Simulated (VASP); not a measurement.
# Pt (Cmme) in VASP: single point with PBEsol

Aim: the single point of Pt with PBEsol.

Program: VASP 6.6.1. These are calculated values, not measurements. Logs are shortened: lines on timing, memory, paths and dates and some standing lists are left out, and cuts for length are marked.

## Step 1: The cell of the first run

The structure is orthorhombic, space group Cmme (No. 67). The conventional cell has a = 3.121 Å, b = 4.414 Å, c = 9.827 Å, α = 90.00°, β = 90.00°, γ = 90.00°. Pt (site symmetry mm2) has 12 Pt at 2.70 to 3.57 Å within 3.6 Å. Within 3.6 Å of Pt (site symmetry mm2) lie 14 Pt at 2.70 to 3.12 Å.

## Step 2: Single point, PBEsol (the distance across one plane changed)

The input, INCAR:

```
  PREC = Accurate
  ENCUT = 520
  EDIFF = 1E-6
  ISMEAR = 0
  SIGMA = 0.15
  LREAL = F
  LASPH = T
  NELM = 80
  ALGO = Fast
  ISIF = 2
  LWAVE = F
  LCHARG = T
  GGA = PS
  LELF = T
  LVHAR = T
  NBANDS = 28
```

The input, KPOINTS:

```
regular mesh
0
Gamma
  23 23 7
```

The input, POSCAR:

```
Pt
1.0
   -1.5604706007      1.5604706007     -1.5604706007
   -1.5604706007     -1.5604706007      1.5604706007
    0.0000000000      6.9489891841      6.9489891841
Pt
4
Direct
    0.0000000000      0.0000000000      0.7859628153
    0.5000000000      0.5000000000      0.1122804022
    0.0000000000      0.0000000000      0.3368412066
    0.5000000000      0.5000000000      0.5614020109
```

Potentials or basis: VASP PAW PBE potentials, release 64 (Pt).

Run with:

```console
$ cat potpaw_PBE.64/Pt/POTCAR > POTCAR
$ mpirun -np 1 vasp_std > vasp.out
```

OUTCAR:

```text
PREC = Accurate
   ENCUT = 520
   EDIFF = 1E-6
   ISMEAR = 0
   LREAL = F
   LASPH = T
   NELM = 80
   ISIF = 2
   GGA = PS

 ion  position               nearest neighbor table
   1  0.000  0.000  0.786-   4 2.70   4 2.70   4 3.12   4 3.12
   2  0.500  0.500  0.112-   3 2.70   3 2.70   3 3.12   3 3.12
   3  0.000  0.000  0.337-   4 2.70   4 2.70   2 2.70   2 2.70   4 3.12   4 3.12   2 3.12   2 3.12

   4  0.500  0.500  0.561-   3 2.70   3 2.70   1 2.70   1 2.70   3 3.12   3 3.12   1 3.12   1 3.12

  LATTYP: Found a base centered orthorhombic cell.
 ALAT       =     3.1209412014
 B/A-ratio  =     1.4142135624
 C/A-ratio  =     3.1488432863

  Lattice vectors:

 A1 = (  -1.5604706007,   1.5604706007,  -1.5604706007)
 A2 = (  -1.5604706007,  -1.5604706007,   1.5604706007)
 A3 = (   0.0000000000,   6.9489891841,   6.9489891841)

Analysis of symmetry for initial positions (statically):
=====================================================================
 Subroutine PRICEL returns:
 Original cell was already a primitive cell.

 Routine SETGRP: Setting up the symmetry group for a
 base centered orthorhombic supercell.

 Subroutine GETGRP returns: Found  8 space group operations
 (whereof  4 operations were pure point group operations)
 out of a pool of  8 trial point group operations.

The static configuration has the point symmetry C_2v.
 The point group associated with its full space group is D_2h.

Analysis of symmetry for dynamics (positions and initial velocities):
=====================================================================
 Subroutine PRICEL returns:
 Original cell was already a primitive cell.

 Routine SETGRP: Setting up the symmetry group for a
 base centered orthorhombic supercell.

 Subroutine GETGRP returns: Found  8 space group operations
 (whereof  4 operations were pure point group operations)
 out of a pool of  8 trial point group operations.

The dynamic configuration has the point symmetry C_2v.
 The point group associated with its full space group is D_2h.

 Subroutine INISYM returns: Found  8 space group operations
 (whereof  4 operations are pure point group operations),
 and found     1 'primitive' translations

----------------------------------------------------------------------------------------

                                     Primitive cell
[... 93 lines left out ...]
   ENCUT  =  520.0 eV  38.22 Ry    6.18 a.u.   5.03  5.03 18.27*2*pi/ulx,y,z
   NELM   =     80;   NELMIN=  2; NELMDL= -5     # of ELM steps
   EDIFF  = 0.1E-05   stopping-criterion for ELM
   LREAL  =      F    real-space projection
   EDIFFG = 0.1E-04   stopping-criterion for IOM
   NSW    =      0    number of steps for IOM
   IBRION =     -1    ionic relax: 0-MD 1-quasi-New 2-CG
   NFREE  =      0    steps in history (QN), initial steepest desc. (CG)
   ISIF   =      2    stress and relaxation
   ISYM   =      2    0-nonsym 1-usesym 2-fastsym
   POTIM  = 0.5000    time-step for ionic-motion
   TEBEG  =    0.0;   TEEND  =   0.0 temperature during run
   PSTRESS=    0.0 pullay stress
   NELECT =      40.0000    total number of electrons
   NUPDOWN=      -1.0000    fix difference up-down
   EMIN   =  10.00;   EMAX   =-10.00  energy-range for DOS
   EFERMI =   0.00;   METHOD = LEGACY
   ISMEAR =     0;   SIGMA  =   0.15  broadening in eV -4-tet -1-fermi 0-gaus
   EFERMI_NEDOS =   21; number of points for ismear=-14 and -15
   IALGO  =     68    algorithm
   IMIX   =      4    mixing-type and parameters
     AMIX     =   0.40;   BMIX     =  1.00
     AMIX_MAG =   1.60;   BMIX_MAG =  1.00
  volume/ion in A,a.u.               =      16.92       114.19
  Fermi-wavevector in a.u.,A,eV,Ry     =   1.373822  2.596148 25.679468  1.887388
  Thomas-Fermi vector in A             =   2.499305
   LORBIT       =      0    0 simple, 1 ext, 2 COOP (PROOUT), +10 PAW based schemes
   GGA     = PS    functional components
   LHFCALC =     F    Hartree Fock is set to
   AEXX    =    0.0000 exact exchange contribution
   IVDW    =     0    specifies the selected vdW correction
   LEPSILON=     F    determine dielectric tensor
   LRPA    =     F    only Hartree local field effects (RPA)
 non-spin polarized calculation
 RMM-DIIS sequential band-by-band and
 Gauss-broadening in eV      SIGMA  =   0.15
  energy-cutoff  :      520.00
  volume of cell :       67.69
 maximum number of plane-waves:      1850
   NGX = 11   NGY = 11   NGZ = 37

 number of electron      39.9999996 magnetization

 Free energy of the ion-electron system (eV)
  ---------------------------------------------------
  ext. energy  EPLUGINS =         0.00000000
  ---------------------------------------------------
  free energy    TOTEN  =       -26.44652357 eV

  energy without entropy =      -26.40145714  energy(sigma->0) =      -26.42399036

 E-fermi :   8.9880     XC(G=0): -12.8413

 val. band max:        8.9879065549   @ k =  -0.3913   0.0870   0.4286
 cond. band min:       8.9882729228   @ k =   0.4783   0.0000   0.2857
 fundamental gap:      0.0003663679
 Fermi energy:         8.9879651061

 k-point     1 :       0.0000    0.0000    0.0000
  band No.  band energies     occupation
      1      -0.5053      2.00000
      2       1.0750      2.00000
      3       1.9694      2.00000
      4       2.2452      2.00000
      5       3.9197      2.00000
      6       4.4475      2.00000
[... 733 lines left out ...]
     27      16.4214      0.00000
     28      17.5343      0.00000

 [... further k-points ...]

------------------------ aborting loop because EDIFF is reached ----------------------------------------

  FORCE on cell =-STRESS in cart. coord.  units (eV):
  Direction    XX          YY          ZZ          XY          YZ          ZX
  --------------------------------------------------------------------------------------
  -------------------------------------------------------------------------------------
  Total       -4.8402281     -3.1641275     -3.1641275      0.0000000     -1.5771946      0.0000000
  in kB     -114.5733481    -74.8982624    -74.8982624      0.0000000    -37.3338746      0.0000000
  external PRESSURE =     -88.1232910 kB  Pullay stress =       0.0000000 kB

 VOLUME and BASIS-vectors are now :
 -----------------------------------------------------------------------------
  energy-cutoff  :      520.00
  volume of cell :       67.69
      direct lattice vectors                 reciprocal lattice vectors
    -1.560470601  1.560470601 -1.560470601    -0.320416161  0.160208081 -0.160208081
    -1.560470601 -1.560470601  1.560470601    -0.320416161 -0.160208081  0.160208081
     0.000000000  6.948989184  6.948989184     0.000000000  0.071952911  0.071952911

 POSITION                                       TOTAL-FORCE (eV/Angst)
 -----------------------------------------------------------------------------------
      0.00000      5.46165      5.46165        -0.000000      0.404481      0.404481
     -1.56047      0.78024      0.78024         0.000000     -0.404481     -0.404481
      0.00000      2.34071      2.34071         0.000000      0.052191      0.052191
     -1.56047      3.90118      3.90118         0.000000     -0.052191     -0.052191
 -----------------------------------------------------------------------------------
    total drift:                               -0.000000      0.000011      0.000011

  FREE ENERGIE OF THE ION-ELECTRON SYSTEM (eV)
  ---------------------------------------------------
  free  energy   TOTEN  =       -26.4465235722 eV

  energy  without entropy=      -26.4014571443  energy(sigma->0) =      -26.42399036
```

stdout:

```text
POSCAR found type information on POSCAR Pt
 POSCAR found :  1 types and       4 ions
 scaLAPACK will be used
 -----------------------------------------------------------------------------
|                                                                             |
|                                                                             |
|     You enforced a specific xc type in the INCAR file but a different       |
|     I HOPE YOU KNOW WHAT YOU ARE DOING!                                     |
|                                                                             |
 -----------------------------------------------------------------------------

 LDA part: xc-table for (Slater+PW92), standard interpolation
 POSCAR, INCAR and KPOINTS ok, starting setup
 FFT: planning ... GRIDC
 FFT: planning ... GRID_SOFT
 FFT: planning ... GRID
 WAVECAR not read
 entering main loop
```

It took 9.1 min on 1 thread of Intel Xeon 6975P-C (Granite Rapids), shared host; peak memory 0.81 GiB.

What came out:

```yaml
Free_energy: -26.4465 eV
Pressure: -8.8 GPa
Largest_force: 0.572 eV/Å
Band_gap_on_the_k_mesh: zero (bands 20 and 21 overlap by 1.81 eV)
```

Forces in eV/Å, atoms in the order of the input:
```
Pt   0.000  0.404  0.404
Pt   0.000 -0.404 -0.404
Pt   0.000  0.052  0.052
Pt   0.000 -0.052 -0.052
```

Levels at points of the mesh, in eV from the Fermi level:
| k point | band 18 | band 19 | band 20 | band 21 | band 22 | band 23 |
| --- | --- | --- | --- | --- | --- | --- |
| (0.00, 0.00, 0.00) | -1.01 | -0.89 | -0.55 | -0.46 | -0.39 | -0.14 |

Caveat: the cell differs from its parent crystal (the distance across one plane changed); the cell stands under tension; the PAW data sets were made with another functional, which shifts forces and pressure a little; spin-orbit coupling is left out, which moves the levels of the heavy elements.
